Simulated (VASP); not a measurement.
# SnTe (P2) in VASP: single point with PBE

Aim: the single point of SnTe with PBE.

All numbers are computed with VASP 6.6.1; they aren't measurements. Logs are shortened: lines on timing, memory, paths and dates and some standing lists are left out, and cuts for length are marked.

### Step 1. The cell of the first run

The structure is monoclinic, space group P2 (No. 3). The conventional cell has a = 3.630 Å, b = 3.895 Å, c = 4.066 Å, α = 90.00°, β = 92.94°, γ = 90.00°. Within 4.2 Å of Sn (site symmetry 2) lie 8 Te at 3.18 to 3.52 Å and 6 Sn at 3.63 to 4.07 Å. Te (site symmetry 2) has 8 Sn at 3.18 to 3.52 Å and 6 Te at 3.63 to 4.07 Å within 4.2 Å.

### Step 2. Single point, PBE (strained and its atoms moved)

INCAR

```
PREC = Accurate
ENCUT = 520
EDIFF = 1E-6
ISMEAR = 0
SIGMA = 0.1
LREAL = F
LASPH = T
NELM = 100
ALGO = Normal
ISIF = 2
LWAVE = F
LCHARG = F
GGA = PE
NBANDS = 17
```

KPOINTS

```
Automatic mesh
0
Gamma
  10 10 10
```

POSCAR

```
SnTe
1.0
    3.6282862870     -0.0983203460      0.0000000000
   -0.0983203460      4.0647927000      0.0000000000
    0.0000000000      0.0000000000      3.8946258740
Sn Te
1 1
Direct
    0.0000000000      0.0000000000      0.0256101621
    0.5000000000      0.5000000000      0.4743898379
```

Potentials or basis: VASP PAW PBE potentials, release 64 (Sn_d, Te).

On the command line:

```console
> cat potpaw_PBE.64/Sn_d/POTCAR potpaw_PBE.64/Te/POTCAR > POTCAR
> mpirun -np 1 vasp_std > vasp.out
```

OUTCAR:

```text
PREC = Accurate
   ENCUT = 520
   EDIFF = 1E-6
   ISMEAR = 0
   LREAL = F
   LASPH = T
   NELM = 100
   ISIF = 2
   GGA = PE

 ion  position               nearest neighbor table
   1  0.000  0.000  0.026-   2 3.18   2 3.18   2 3.30   2 3.30   2 3.41   2 3.41   2 3.52   2 3.52

   2  0.500  0.500  0.474-   1 3.18   1 3.18   1 3.30   1 3.30   1 3.41   1 3.41   1 3.52   1 3.52

  LATTYP: Found a simple monoclinic cell.
 ALAT       =     3.6296181990
 B/A-ratio  =     1.0730125485
 C/A-ratio  =     1.1202229555
 COS(beta)  =    -0.0512527572

  Lattice vectors:

 A1 = (   3.6282862870,  -0.0983203460,   0.0000000000)
 A2 = (   0.0000000000,   0.0000000000,  -3.8946258740)
 A3 = (  -0.0983203460,   4.0647927000,   0.0000000000)

Analysis of symmetry for initial positions (statically):
=====================================================================
 Subroutine PRICEL returns:
 Original cell was already a primitive cell.

 Routine SETGRP: Setting up the symmetry group for a
 simple monoclinic supercell.

 Subroutine GETGRP returns: Found  2 space group operations
 (whereof  2 operations were pure point group operations)
 out of a pool of  4 trial point group operations.

The static configuration has the point symmetry C_2 .

Analysis of symmetry for dynamics (positions and initial velocities):
=====================================================================
 Subroutine PRICEL returns:
 Original cell was already a primitive cell.

 Routine SETGRP: Setting up the symmetry group for a
 simple monoclinic supercell.

 Subroutine GETGRP returns: Found  2 space group operations
 (whereof  2 operations were pure point group operations)
 out of a pool of  4 trial point group operations.

The dynamic configuration has the point symmetry C_2 .

 Subroutine INISYM returns: Found  2 space group operations
 (whereof  2 operations are pure point group operations),
 and found     1 'primitive' translations

----------------------------------------------------------------------------------------

                                     Primitive cell

  volume of cell :      57.4012

  direct lattice vectors                    reciprocal lattice vectors
     3.628286287 -0.098320346  0.000000000     0.275792981  0.006670958  0.000000000
    -0.098320346  4.064792700  0.000000000     0.006670958  0.246176365  0.000000000
     0.000000000  0.000000000  3.894625874     0.000000000  0.000000000  0.256764072

  length of vectors
     3.629618199  4.065981626  3.894625874     0.275873649  0.246266734  0.256764072

  position of ions in fractional coordinates (direct lattice)
     0.000000000  0.000000000  0.025610162
     0.500000000  0.500000000  0.474389838

  ion indices of the primitive-cell ions
   primitive index   ion index
                 1           1
                 2           2

----------------------------------------------------------------------------------------

 KPOINTS: Automatic mesh

Automatic generation of k-mesh.
 Grid dimensions read from file:
 generate k-points for:   10   10   10

 Generating k-lattice:

  Cartesian coordinates                     Fractional coordinates (reciprocal lattice)
     0.027579298  0.000667096  0.000000000     0.100000000  0.000000000  0.000000000
     0.000667096  0.024617636  0.000000000     0.000000000  0.100000000  0.000000000
     0.000000000  0.000000000  0.025676407     0.000000000  0.000000000  0.100000000

  Length of vectors
     0.027587365  0.024626673  0.025676407

  Shift w.r.t. Gamma in fractional coordinates (k-lattice)
     0.000000000  0.000000000  0.000000000

 Subroutine IBZKPT returns following result:
 ===========================================

 Found    312 irreducible k-points:

 Following reciprocal coordinates:
            Coordinates               Weight
  0.000000  0.000000  0.000000      1.000000
  0.100000 -0.000000  0.000000      2.000000
  0.200000 -0.000000  0.000000      2.000000
  0.300000 -0.000000  0.000000      2.000000
  0.400000 -0.000000  0.000000      2.000000
  0.500000 -0.000000  0.000000      1.000000
[... 16 lines left out ...]
 -0.400000  0.200000  0.000000      2.000000
 -0.300000  0.200000  0.000000      2.000000
 [... further k-points ...]
   k-points           NKPTS =    312   k-points in BZ     NKDIM =    312   number of bands    NBANDS=     17
   number of dos      NEDOS =    301   number of ions     NIONS =      2
   total plane-waves  NPLWV =  25200
   dimension x,y,z NGX =    28 NGY =   30 NGZ =   30
   dimension x,y,z NGXF=    56 NGYF=   60 NGZF=   60
   ions per type =               1   1
   NGX,Y,Z   is equivalent  to a cutoff of  12.82, 12.27, 12.81 a.u.
   NGXF,Y,Z  is equivalent  to a cutoff of  25.65, 24.53, 25.61 a.u.
 SYSTEM =  unknown system
   PREC   = accura    normal or accurate (medium, high low for compatibility)
   ISTART =      0    job   : 0-new  1-cont  2-samecut
   ICHARG =      2    charge: 1-file 2-atom 10-const
   ISPIN  =      1    spin polarized calculation?
   LNONCOLLINEAR =      F non collinear calculations
   LSORBIT =      F    spin-orbit coupling
   LASPH  =      T    aspherical Exc in radial PAW
   ENCUT  =  520.0 eV  38.22 Ry    6.18 a.u.   6.75  7.56  7.24*2*pi/ulx,y,z
   NELM   =    100;   NELMIN=  2; NELMDL= -5     # of ELM steps
   EDIFF  = 0.1E-05   stopping-criterion for ELM
   LREAL  =      F    real-space projection
   EDIFFG = 0.1E-04   stopping-criterion for IOM
   NSW    =      0    number of steps for IOM
   IBRION =     -1    ionic relax: 0-MD 1-quasi-New 2-CG
   NFREE  =      0    steps in history (QN), initial steepest desc. (CG)
   ISIF   =      2    stress and relaxation
   ISYM   =      2    0-nonsym 1-usesym 2-fastsym
   POTIM  = 0.5000    time-step for ionic-motion
   TEBEG  =    0.0;   TEEND  =   0.0 temperature during run
   PSTRESS=    0.0 pullay stress
   NELECT =      20.0000    total number of electrons
   NUPDOWN=      -1.0000    fix difference up-down
   EMIN   =  10.00;   EMAX   =-10.00  energy-range for DOS
   EFERMI =   0.00;   METHOD = LEGACY
   ISMEAR =     0;   SIGMA  =   0.10  broadening in eV -4-tet -1-fermi 0-gaus
   EFERMI_NEDOS =   21; number of points for ismear=-14 and -15
   IALGO  =     38    algorithm
   IMIX   =      4    mixing-type and parameters
     AMIX     =   0.40;   BMIX     =  1.00
     AMIX_MAG =   1.60;   BMIX_MAG =  1.00
  volume/ion in A,a.u.               =      28.70       193.68
  Fermi-wavevector in a.u.,A,eV,Ry     =   1.151979  2.176924 18.055684  1.327055
  Thomas-Fermi vector in A             =   2.288633
   LORBIT       =      0    0 simple, 1 ext, 2 COOP (PROOUT), +10 PAW based schemes
   GGA     = PE    functional components
   LHFCALC =     F    Hartree Fock is set to
   AEXX    =    0.0000 exact exchange contribution
   IVDW    =     0    specifies the selected vdW correction
   LEPSILON=     F    determine dielectric tensor
   LRPA    =     F    only Hartree local field effects (RPA)
 non-spin polarized calculation
 Gauss-broadening in eV      SIGMA  =   0.10
  energy-cutoff  :      520.00
  volume of cell :       57.40
 maximum number of plane-waves:      1563
   NGX = 13   NGY = 15   NGZ = 15

 number of electron      20.0000002 magnetization

 Free energy of the ion-electron system (eV)
  ---------------------------------------------------
  ext. energy  EPLUGINS =         0.00000000
  ---------------------------------------------------
  free energy    TOTEN  =        -7.04582071 eV

  energy without entropy =       -7.03988234  energy(sigma->0) =       -7.04285152

 E-fermi :   7.5480     XC(G=0): -10.0310

 val. band max:        7.5468986076   @ k =   0.5000   0.5000   0.3000
 cond. band min:       7.5524113378   @ k =   0.3000   0.1000   0.1000
 fundamental gap:      0.0055127303
 Fermi energy:         7.5479651867

 k-point     1 :       0.0000    0.0000    0.0000
  band No.  band energies     occupation
      1     -14.1018      2.00000
      2     -14.0814      2.00000
      3     -14.0525      2.00000
      4     -14.0430      2.00000
      5     -14.0399      2.00000
      6      -5.1275      2.00000
[... 9 lines left out ...]
     16      17.5403      0.00000
     17      18.3389      0.00000

 k-point     2 :       0.1000   -0.0000    0.0000
  band No.  band energies     occupation
      1     -14.0953      2.00000
      2     -14.0810      2.00000
      3     -14.0524      2.00000
      4     -14.0452      2.00000
      5     -14.0420      2.00000
      6      -5.0299      2.00000
[... 9 lines left out ...]
     16      17.5372      0.00000
     17      17.7366      0.00000

 k-point     3 :       0.2000   -0.0000    0.0000
  band No.  band energies     occupation
      1     -14.0822      2.00000
      2     -14.0763      2.00000
      3     -14.0522      2.00000
      4     -14.0509      2.00000
      5     -14.0475      2.00000
      6      -4.7452      2.00000
[... 9 lines left out ...]
     16      17.1135      0.00000
     17      17.4095      0.00000

 k-point     4 :       0.3000   -0.0000    0.0000
  band No.  band energies     occupation
      1     -14.0804      2.00000
      2     -14.0587      2.00000
      3     -14.0560      2.00000
      4     -14.0548      2.00000
      5     -14.0506      2.00000
      6      -4.3076      2.00000
[... 9 lines left out ...]
     16      17.0186      0.00000
     17      17.4725      0.00000
[... 343 lines left out ...]
      1     -14.0767      2.00000
      2     -14.0686      2.00000
      3     -14.0625      2.00000
      4     -14.0522      2.00000
      5     -14.0289      2.00000
      6      -3.3729      2.00000
[... 9 lines left out ...]
     16      16.3548      0.00000
     17      16.7446      0.00000

 k-point    23 :      -0.4000    0.2000    0.0000
  band No.  band energies     occupation
      1     -14.0759      2.00000
      2     -14.0676      2.00000
      3     -14.0605      2.00000
      4     -14.0522      2.00000
      5     -14.0354      2.00000
      6      -3.6385      2.00000
[... 9 lines left out ...]
     16      16.1633      0.00000
     17      17.2864      0.00000

 k-point    24 :      -0.3000    0.2000    0.0000
  band No.  band energies     occupation
      1     -14.0761      2.00000
      2     -14.0625      2.00000
      3     -14.0558      2.00000
      4     -14.0526      2.00000
      5     -14.0514      2.00000
      6      -4.0993      2.00000
[... 9 lines left out ...]
     16      15.8997      0.00000
     17      16.9812      0.00000

 [... further k-points ...]
[... 5 lines left out ...]
  --------------------------------------------------------------------------------------
  -------------------------------------------------------------------------------------
  Total        1.2541560     -0.0906299      0.8064186      0.2413842      0.0000000      0.0000000
  in kB       35.0058973     -2.5296545     22.5086872      6.7374962      0.0000000      0.0000000
  external PRESSURE =      18.3283100 kB  Pullay stress =       0.0000000 kB

 VOLUME and BASIS-vectors are now :
 -----------------------------------------------------------------------------
  energy-cutoff  :      520.00
  volume of cell :       57.40
      direct lattice vectors                 reciprocal lattice vectors
     3.628286287 -0.098320346  0.000000000     0.275792981  0.006670958  0.000000000
    -0.098320346  4.064792700  0.000000000     0.006670958  0.246176365  0.000000000
     0.000000000  0.000000000  3.894625874     0.000000000  0.000000000  0.256764072

 POSITION                                       TOTAL-FORCE (eV/Angst)
 -----------------------------------------------------------------------------------
      0.00000      0.00000      0.09974         0.000000      0.000000     -0.036561
      1.76498      1.98324      1.84757        -0.000000      0.000000      0.036561
 -----------------------------------------------------------------------------------
    total drift:                                0.000000      0.000000     -0.000195

  FREE ENERGIE OF THE ION-ELECTRON SYSTEM (eV)
  ---------------------------------------------------
  free  energy   TOTEN  =        -7.0458207118 eV

  energy  without entropy=       -7.0398823359  energy(sigma->0) =       -7.04285152
```

Run time: 5 min. Hardware: 1 thread of Intel Xeon 8259CL, shared host; peak memory 0.41 GiB.

Results:

```
Free energy            : -7.0458 eV
Pressure               : 1.8 GPa
Largest force          : 0.037 eV/Å
Band gap on the k mesh : zero (bands 10 and 11 overlap by 2.31 eV)
```

Forces on the atoms (eV/Å):
```
Sn   0.000  0.000 -0.037
Te   0.000  0.000  0.037
```

Levels at points of the mesh, in eV from the Fermi level:
| k point | band 8 | band 9 | band 10 | band 11 | band 12 | band 13 |
| --- | --- | --- | --- | --- | --- | --- |
| (0.00, 0.00, 0.00) | -2.67 | -1.94 | -0.86 | 2.91 | 3.93 | 5.16 |
| (0.50, 0.00, 0.00) | -0.94 | -0.63 | -0.32 | 0.03 | 1.66 | 2.38 |
| (0.00, 0.50, 0.00) | -0.71 | 0.16 | 0.47 | 0.74 | 1.93 | 3.01 |
| (0.50, 0.50, 0.00) | -5.18 | -4.93 | 0.18 | 3.40 | 3.47 | 3.97 |
| (0.00, 0.00, 0.50) | -1.14 | -0.27 | 0.29 | 0.39 | 1.47 | 3.39 |
| (0.50, 0.00, 0.50) | -4.82 | -4.81 | -0.22 | 2.49 | 3.26 | 3.39 |
| (0.00, 0.50, 0.50) | -5.14 | -5.00 | 0.80 | 3.99 | 4.61 | 4.94 |
| (0.50, 0.50, 0.50) | -3.58 | -3.02 | -2.88 | -1.51 | -1.33 | -0.98 |

Caveat: the cell differs from its parent crystal (strained and its atoms moved); spin-orbit coupling is left out, which moves the levels of the heavy elements.
